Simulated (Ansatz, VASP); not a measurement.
## Two plane-wave programs on ZrH2

```xyz
3
Lattice="0.0000 2.3767 2.3767 2.3767 0.0000 2.3767 2.3767 2.3767 0.0000" Properties=species:S:1:pos:R:3 pbc="T T T"
Zr    0.0000    0.0000    0.0000
H     3.5650    3.5650    3.5650
H     1.1883    1.1883    1.1883
```

Alike in both runs: task single point; functional LDA; k mesh 10 × 10 × 10; occupations fermi-dirac, width 0.1 eV; no spin polarisation.

|  | VASP | Ansatz |
| --- | --- | --- |
| version | VASP 6.6.1 | Ansatz 0.2.0 |
| potentials or method | VASP PAW LDA potentials, release 64 (Zr_sv, H), cutoff 520 eV | plane waves, PAW |
| valence electrons in the cell | 14 | 14 |

Ansatz gave:

* pressure (GPa): -1.5

Question: Which values does VASP return?

Answer: Pressure (GPa): -1.3.

LDA's correlation is that of Perdew and Zunger in VASP and of Perdew and Wang (1992) in Ansatz. Ansatz's warnings: stress scf threshold loose.
